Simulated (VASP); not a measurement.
Input of a VASP 6.6.1 run:

INCAR

```
SYSTEM = Te2Mo
PREC = Accurate ; ENCUT = 520
EDIFF = 1E-6 ; ISMEAR = 0
SIGMA = 0.05 ; LREAL = .False.
LASPH = .True. ; NELM = 80
ALGO = Normal ; ISIF = 2
LWAVE = .False. ; LCHARG = .True.
GGA = PS ; LELF = .True.
LVHAR = .True. ; NBANDS = 64
```

The input KPOINTS:

```
Automatic mesh
0
Gamma
  9 9 1
  0 0 0
```

Contents of POSCAR:

```
Te2Mo
1.0
    3.4932091909      0.0000000000      0.0000000000
   -1.7466045954      3.0252079000      0.0000000000
    0.0000000000      0.0000000000     37.5161156315
Te Mo
8 4
Direct
    0.3333333333      0.6666666667      0.8584425242
    0.3333333333      0.6666666667      0.2318351738
    0.6666666667      0.3333333333      0.6719958813
    0.6666666667      0.3333333333      0.0453069351
    0.6666666667      0.3333333333      0.7681648262
    0.6666666667      0.3333333333      0.1415574758
    0.3333333333      0.6666666667      0.9546930649
    0.3333333333      0.6666666667      0.3280041187
    0.3333333333      0.6666666667      0.7200184287
    0.3333333333      0.6666666667      0.0934314856
    0.6666666667      0.3333333333      0.9065685144
    0.6666666667      0.3333333333      0.2799815713
```

Potentials or basis: VASP PAW PBE potentials, release 64 (Te, Mo_sv).

Command:

```console
$ cat potpaw_PBE.64/Te/POTCAR potpaw_PBE.64/Mo_sv/POTCAR > POTCAR
$ mpirun -np 1 vasp_std > vasp.out
```

(1) Estimate the largest force.

(2) Estimate the band gap on the k mesh.

Results:

(1) 0.035 eV/Å.

(2) 0.88 eV (least direct gap 1.12 eV).

Caveat: the PAW data sets were made with another functional, which shifts forces and pressure a little; spin-orbit coupling is left out, which moves the levels of the heavy elements.
